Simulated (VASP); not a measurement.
# Ga2O3 (C2/m) in VASP: single point with PBEsol

Aim: the single point of Ga2O3 with PBEsol.

All numbers are computed with VASP 6.6.1; they aren't measurements. Logs are shortened: lines on timing, memory, paths and dates and some standing lists are left out, and cuts for length are marked.

**1. The cell of the first run**

The structure is monoclinic, space group C2/m (No. 12). The conventional cell has a = 12.277 Å, b = 3.047 Å, c = 5.811 Å, α = 90.00°, β = 103.71°, γ = 90.00°. Within 2.6 Å of Ga (site symmetry m) lie 6 O at 1.94 to 2.08 Å. Ga (site symmetry m) has 4 O at 1.84 to 1.87 Å within 2.4 Å. O (site symmetry m) has 3 Ga at 1.84 to 1.94 Å within 2.4 Å. O (site symmetry m) has 4 Ga at 1.87 to 2.08 Å within 2.5 Å. O (site symmetry m) has 3 Ga at 1.84 to 1.95 Å within 2.4 Å.

**2. Single point, PBEsol**

Input file INCAR:

```
SYSTEM = Ga2O3
PREC = Accurate
ENCUT = 520
EDIFF = 1E-6
ISMEAR = -1
SIGMA = 0.03
LREAL = .FALSE.
LASPH = .TRUE.
NELM = 100
ALGO = Normal
ISIF = 2
LWAVE = .FALSE.
LCHARG = .TRUE.
GGA = PS
LELF = .TRUE.
LVHAR = .TRUE.
NBANDS = 55
```

Input file KPOINTS:

```
Automatic mesh
0
G
  8 8 4
  0 0 0
```

Input file POSCAR:

```
Ga2O3
1.0
    6.1387149072     -1.5236600626      0.0036363097
    6.1387149072      1.5236600626      0.0036363097
   -1.3804416491      0.0000000000      5.6441504604
Ga O
4 6
Direct
    0.3412680711      0.3412680711      0.6854239230
    0.6587319289      0.6587319289      0.3145760770
    0.9094818414      0.9094818414      0.2046052633
    0.0905181586      0.0905181586      0.7953947367
    0.5037660829      0.5037660829      0.7440674107
    0.4962339171      0.4962339171      0.2559325893
    0.8267789474      0.8267789474      0.4372301107
    0.1732210526      0.1732210526      0.5627698893
    0.1652736910      0.1652736910      0.1095892863
    0.8347263090      0.8347263090      0.8904107137
```

Potentials or basis: VASP PAW PBE potentials, release 64 (Ga_d, O).

Run with:

```
> cat potpaw_PBE.64/Ga_d/POTCAR potpaw_PBE.64/O/POTCAR > POTCAR
> mpirun -np 1 vasp_std > vasp.out
```

OUTCAR:

```text
SYSTEM = Ga2O3
   PREC = Accurate
   ENCUT = 520
   EDIFF = 1E-6
   ISMEAR = -1
   LREAL = .FALSE.
   LASPH = .TRUE.
   NELM = 100
   ISIF = 2
   GGA = PS

 ion  position               nearest neighbor table
   1  0.341  0.341  0.685-   5 1.94  10 1.95  10 1.95   8 2.02   7 2.08   7 2.08
   2  0.659  0.659  0.315-   6 1.94   9 1.95   9 1.95   7 2.02   8 2.08   8 2.08
   3  0.909  0.909  0.205-  10 1.84   6 1.84   6 1.84   7 1.87
   4  0.091  0.091  0.795-   9 1.84   5 1.84   5 1.84   8 1.87
   5  0.504  0.504  0.744-   4 1.84   4 1.84   1 1.94
   6  0.496  0.496  0.256-   3 1.84   3 1.84   2 1.94
   7  0.827  0.827  0.437-   3 1.87   2 2.02   1 2.08   1 2.08
   8  0.173  0.173  0.563-   4 1.87   1 2.02   2 2.08   2 2.08
   9  0.165  0.165  0.110-   4 1.84   2 1.95   2 1.95
  10  0.835  0.835  0.890-   3 1.84   1 1.95   1 1.95

  LATTYP: Found a base centered monoclinic cell.
 ALAT       =    12.2774319684
 B/A-ratio  =     0.2482050101
 C/A-ratio  =     0.4732677279
 COS(beta)  =    -0.2370011417

  Lattice vectors:

 A1 = (   6.1387149072,  -1.5236600626,   0.0036363097)
 A2 = (   6.1387149072,   1.5236600626,   0.0036363097)
 A3 = (  -1.3804416491,   0.0000000000,   5.6441504604)

Analysis of symmetry for initial positions (statically):
=====================================================================
 Subroutine PRICEL returns:
 Original cell was already a primitive cell.

 Routine SETGRP: Setting up the symmetry group for a
 base centered monoclinic supercell.

 Subroutine GETGRP returns: Found  4 space group operations
 (whereof  4 operations were pure point group operations)
 out of a pool of  4 trial point group operations.

The static configuration has the point symmetry C_2h.

Analysis of symmetry for dynamics (positions and initial velocities):
=====================================================================
 Subroutine PRICEL returns:
 Original cell was already a primitive cell.

 Routine SETGRP: Setting up the symmetry group for a
 base centered monoclinic supercell.

 Subroutine GETGRP returns: Found  4 space group operations
 (whereof  4 operations were pure point group operations)
 out of a pool of  4 trial point group operations.

The dynamic configuration has the point symmetry C_2h.

 Subroutine INISYM returns: Found  4 space group operations
 (whereof  4 operations are pure point group operations),
 and found     1 'primitive' translations

----------------------------------------------------------------------------------------

                                     Primitive cell

  volume of cell :     105.5983

  direct lattice vectors                    reciprocal lattice vectors
     6.138714907 -1.523660063  0.003636310     0.081438474 -0.328157187  0.019918154
     6.138714907  1.523660063  0.003636310     0.081438474  0.328157187  0.019918154
    -1.380441649  0.000000000  5.644150460    -0.000104935  0.000000000  0.177148917

  length of vectors
     6.324980152  6.324980152  5.810512333     0.338697649  0.338697649  0.177148948

  position of ions in fractional coordinates (direct lattice)
     0.341268071  0.341268071  0.685423923
     0.658731929  0.658731929  0.314576077
     0.909481841  0.909481841  0.204605263
     0.090518159  0.090518159  0.795394737
     0.503766083  0.503766083  0.744067411
     0.496233917  0.496233917  0.255932589
     0.826778947  0.826778947  0.437230111
     0.173221053  0.173221053  0.562769889
     0.165273691  0.165273691  0.109589286
     0.834726309  0.834726309  0.890410714

  ion indices of the primitive-cell ions
   primitive index   ion index
                 1           1
                 2           2
                 3           3
                 4           4
                 5           5
                 6           6
                 7           7
                 8           8
                 9           9
                10          10

----------------------------------------------------------------------------------------

 KPOINTS: Automatic mesh

Automatic generation of k-mesh.
 Grid dimensions read from file:
 generate k-points for:    8    8    4

 Generating k-lattice:

  Cartesian coordinates                     Fractional coordinates (reciprocal lattice)
     0.010179809 -0.041019648  0.002489769     0.125000000  0.000000000 -0.000000000
     0.010179809  0.041019648  0.002489769     0.000000000  0.125000000 -0.000000000
    -0.000026234  0.000000000  0.044287229     0.000000000  0.000000000  0.250000000

  Length of vectors
     0.042337206  0.042337206  0.044287237

  Shift w.r.t. Gamma in fractional coordinates (k-lattice)
     0.000000000  0.000000000  0.000000000

 Subroutine IBZKPT returns following result:
 ===========================================

 Found     78 irreducible k-points:

 Following reciprocal coordinates:
            Coordinates               Weight
  0.000000  0.000000  0.000000      1.000000
  0.125000  0.000000  0.000000      4.000000
  0.250000  0.000000  0.000000      4.000000
  0.375000 -0.000000  0.000000      4.000000
  0.500000  0.000000  0.000000      2.000000
  0.125000  0.125000  0.000000      2.000000
[... 16 lines left out ...]
  0.125000 -0.000000  0.250000      4.000000
  0.250000  0.000000  0.250000      4.000000
 [... further k-points ...]
   k-points           NKPTS =     78   k-points in BZ     NKDIM =     78   number of bands    NBANDS=     55
   number of dos      NEDOS =    301   number of ions     NIONS =     10
   total plane-waves  NPLWV = 110592
   dimension x,y,z NGX =    48 NGY =   48 NGZ =   48
   dimension x,y,z NGXF=    96 NGYF=   96 NGZF=   96
   ions per type =               4   6
   NGX,Y,Z   is equivalent  to a cutoff of  12.62, 12.62, 13.73 a.u.
   NGXF,Y,Z  is equivalent  to a cutoff of  25.23, 25.23, 27.47 a.u.
 SYSTEM =  Ga2O3
   PREC   = accura    normal or accurate (medium, high low for compatibility)
   ISTART =      0    job   : 0-new  1-cont  2-samecut
   ICHARG =      2    charge: 1-file 2-atom 10-const
   ISPIN  =      1    spin polarized calculation?
   LNONCOLLINEAR =      F non collinear calculations
   LSORBIT =      F    spin-orbit coupling
   LASPH  =      T    aspherical Exc in radial PAW
   ENCUT  =  520.0 eV  38.22 Ry    6.18 a.u.  11.76 11.76 10.80*2*pi/ulx,y,z
   NELM   =    100;   NELMIN=  2; NELMDL= -5     # of ELM steps
   EDIFF  = 0.1E-05   stopping-criterion for ELM
   LREAL  =      F    real-space projection
[... 7 lines left out ...]
   TEBEG  =    0.0;   TEEND  =   0.0 temperature during run
   PSTRESS=    0.0 pullay stress
   NELECT =      88.0000    total number of electrons
   NUPDOWN=      -1.0000    fix difference up-down
   EMIN   =  10.00;   EMAX   =-10.00  energy-range for DOS
   EFERMI =   0.00;   METHOD = LEGACY
   ISMEAR =    -1;   SIGMA  =   0.03  broadening in eV -4-tet -1-fermi 0-gaus
   EFERMI_NEDOS =   21; number of points for ismear=-14 and -15
   IALGO  =     38    algorithm
   IMIX   =      4    mixing-type and parameters
     AMIX     =   0.40;   BMIX     =  1.00
     AMIX_MAG =   1.60;   BMIX_MAG =  1.00
  volume/ion in A,a.u.               =      10.56        71.26
  Fermi-wavevector in a.u.,A,eV,Ry     =   1.540577  2.911268 32.291756  2.373377
  Thomas-Fermi vector in A             =   2.646644
   LORBIT       =      0    0 simple, 1 ext, 2 COOP (PROOUT), +10 PAW based schemes
   GGA     = PS    functional components
   LHFCALC =     F    Hartree Fock is set to
   AEXX    =    0.0000 exact exchange contribution
   IVDW    =     0    specifies the selected vdW correction
   LEPSILON=     F    determine dielectric tensor
   LRPA    =     F    only Hartree local field effects (RPA)
 non-spin polarized calculation
  energy-cutoff  :      520.00
  volume of cell :      105.60
 maximum number of plane-waves:      2867
   NGX = 23   NGY = 23   NGZ = 21

 number of electron      88.0000013 magnetization

 Free energy of the ion-electron system (eV)
  ---------------------------------------------------
  ext. energy  EPLUGINS =         0.00000000
  ---------------------------------------------------
  free energy    TOTEN  =       -63.89525509 eV

  energy without entropy =      -63.89525509  energy(sigma->0) =      -63.89525509

 E-fermi :   4.3059     XC(G=0): -11.8584

 val. band max:        3.6644131362   @ k =   0.5000   0.3750   0.5000
 cond. band min:       5.8916786665   @ k =   0.0000   0.0000   0.0000
 fundamental gap:      2.2272655302
 Fermi energy:         4.3058765213

 k-point     1 :       0.0000    0.0000    0.0000
  band No.  band energies     occupation
      1     -15.1863      2.00000
      2     -13.9946      2.00000
      3     -13.9759      2.00000
      4     -13.8685      2.00000
      5     -13.3877      2.00000
      6     -13.3761      2.00000
[... 47 lines left out ...]
     54      15.8229      0.00000
     55      16.1070      0.00000

 k-point     2 :       0.1250    0.0000    0.0000
  band No.  band energies     occupation
      1     -15.0640      2.00000
      2     -13.9818      2.00000
      3     -13.9462      2.00000
      4     -13.7837      2.00000
      5     -13.3906      2.00000
      6     -13.3762      2.00000
[... 47 lines left out ...]
     54      14.9268      0.00000
     55      15.1188      0.00000

 k-point     3 :       0.2500    0.0000    0.0000
  band No.  band energies     occupation
      1     -14.7330      2.00000
      2     -13.9336      2.00000
      3     -13.8345      2.00000
      4     -13.6611      2.00000
      5     -13.3925      2.00000
      6     -13.3761      2.00000
[... 1152 lines left out ...]
 k-point    23 :       0.1250   -0.0000    0.2500
  band No.  band energies     occupation
      1     -14.9470      2.00000
      2     -14.1748      2.00000
      3     -13.9712      2.00000
      4     -13.6999      2.00000
      5     -13.4487      2.00000
      6     -13.3353      2.00000
[... 47 lines left out ...]
     54      15.1365      0.00000
     55      15.5940      0.00000

 k-point    24 :       0.2500    0.0000    0.2500
  band No.  band energies     occupation
      1     -14.6242      2.00000
      2     -14.0443      2.00000
      3     -13.8802      2.00000
      4     -13.6183      2.00000
      5     -13.4400      2.00000
      6     -13.3481      2.00000
[... 47 lines left out ...]
     54      14.2425      0.00000
     55      15.5108      0.00000

 [... further k-points ...]

------------------------ aborting loop because EDIFF is reached ----------------------------------------

  FORCE on cell =-STRESS in cart. coord.  units (eV):
  Direction    XX          YY          ZZ          XY          YZ          ZX
  --------------------------------------------------------------------------------------
  -------------------------------------------------------------------------------------
  Total        0.1272796      0.2378896      0.1666711      0.0000000      0.0000000      0.0045979
  in kB        1.9311341      3.6093506      2.5287962      0.0000000      0.0000000      0.0697607
  external PRESSURE =       2.6897603 kB  Pullay stress =       0.0000000 kB

 VOLUME and BASIS-vectors are now :
 -----------------------------------------------------------------------------
  energy-cutoff  :      520.00
  volume of cell :      105.60
      direct lattice vectors                 reciprocal lattice vectors
     6.138714907 -1.523660063  0.003636310     0.081438474 -0.328157187  0.019918154
     6.138714907  1.523660063  0.003636310     0.081438474  0.328157187  0.019918154
    -1.380441649  0.000000000  5.644150460    -0.000104935  0.000000000  0.177148917

 POSITION                                       TOTAL-FORCE (eV/Angst)
 -----------------------------------------------------------------------------------
      3.24371      0.00000      3.87112         0.009894      0.000000      0.019832
      7.65328      0.00000      1.78031        -0.009894      0.000000     -0.019832
     10.88365      0.00000      1.16144         0.002620      0.000000     -0.001764
      0.01333      0.00000      4.48999        -0.002620      0.000000      0.001764
      5.15781      0.00000      4.20329         0.004906      0.000000      0.000064
      5.73918      0.00000      1.44813        -0.004906      0.000000     -0.000064
      9.54715      0.00000      2.47381         0.013449      0.000000     -0.013374
      1.34984      0.00000      3.17762        -0.013449      0.000000      0.013374
      1.87785      0.00000      0.61974         0.006832      0.000000     -0.015725
      9.01913      0.00000      5.03168        -0.006832      0.000000      0.015725
 -----------------------------------------------------------------------------------
    total drift:                                0.000000      0.000000     -0.000000

  FREE ENERGIE OF THE ION-ELECTRON SYSTEM (eV)
  ---------------------------------------------------
  free  energy   TOTEN  =       -63.8952550862 eV

  energy  without entropy=      -63.8952550861  energy(sigma->0) =      -63.89525509
```

Run time: 6.3 min. Hardware: 1 thread of Intel Xeon 6975P-C (Granite Rapids), shared host; peak memory 0.53 GiB.

Results:

```yaml
Free_energy: -63.8953 eV
Pressure: 0.3 GPa
Largest_force: 0.022 eV/Å
Band_gap_on_the_k_mesh: 2.23 eV, indirect (least direct gap 2.24 eV)
```

Forces on the atoms (eV/Å):
```
Ga   0.010  0.000  0.020
Ga  -0.010  0.000 -0.020
Ga   0.003  0.000 -0.002
Ga  -0.003  0.000  0.002
O    0.005  0.000  0.000
O   -0.005  0.000  0.000
O    0.013  0.000 -0.013
O   -0.013  0.000  0.013
O    0.007  0.000 -0.016
O   -0.007  0.000  0.016
```

Stress tensor (GPa, compression positive):
```
0.19 0.00 0.01
0.00 0.36 0.00
0.01 0.00 0.25
```

Caveat: the PAW data sets were made with another functional, which shifts forces and pressure a little. Expect the measured gap to be larger: semilocal functionals such as PBEsol lack the derivative discontinuity.
